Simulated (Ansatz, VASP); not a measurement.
## One calculation of Al, two programs

```
Al
1.0
    -1.50306    1.44140    1.59094
     1.77895   -1.39247    1.81790
     1.56002    1.44944   -1.54201
Al
1
Direct
  0.00000 0.00000 0.00000
```

Change from the starting cell: cell sheared at random, sigma 0.1, atoms nudged by 0.01 Å.

Alike in both runs: task single point; functional PBEsol; k mesh 14 × 14 × 14; occupations gaussian, width 0.15 eV; no spin polarisation.

|  | VASP | Ansatz |
| --- | --- | --- |
| version | VASP 6.6.1 | Ansatz 0.2.0 |
| potentials or method | VASP PAW PBE potentials, release 64 (Al), cutoff 520 eV | scalar-relativistic, plane waves, PAW |
| valence electrons in the cell | 3 | 3 |

```tsv
	VASP	Ansatz	Ansatz less VASP
gap on the k mesh at the Fermi level (eV)	none	none	-
pressure (GPa)	3.9	3.9	-0.08
traceless stress, the component that is largest in VASP (GPa)	-8.72	-8.66	+0.061
```

VASP's potentials were made for PBE, not for PBEsol. A gap of «none» marks a metal or a gap that the smearing closes.
